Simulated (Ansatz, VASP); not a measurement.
**One calculation of CuF, two programs**

```
Cu F
1.0
     2.78978    0.00000    0.00000
    -1.39489    2.41602    0.00000
     0.00000    0.00000    6.72112
Cu F
2 2
Direct
  0.33333 0.66667 0.04599
  0.66667 0.33333 0.54599
  0.33333 0.66667 0.32901
  0.66667 0.33333 0.82901
```

Alike in both runs: task single point; functional PBE; k mesh 12 × 12 × 4; occupations fermi-dirac, width 0.02 eV; no spin polarisation.

```csv
,VASP,Ansatz
version,VASP 6.6.1,Ansatz 0.2.0
potentials or method,"VASP PAW PBE potentials, release 64 (Cu, F)","plane waves, PAW"
plane-wave cutoff (eV),520,420
valence electrons in the cell,36,52
```

```csv
,VASP,Ansatz,Ansatz less VASP
pressure (GPa),5.9,5.7,-0.18
"traceless stress, the component that is largest in VASP (GPa)",3.10,2.53,-0.567
rms of the force components (eV/Å),0.019,0.017,-0.0015
```

Atom by atom the forces differ by 0.036 eV/Å (rms over components). VASP's potentials hold 36 valence electrons a cell and Ansatz's 52, so a difference there can come from the potentials and not from the codes.
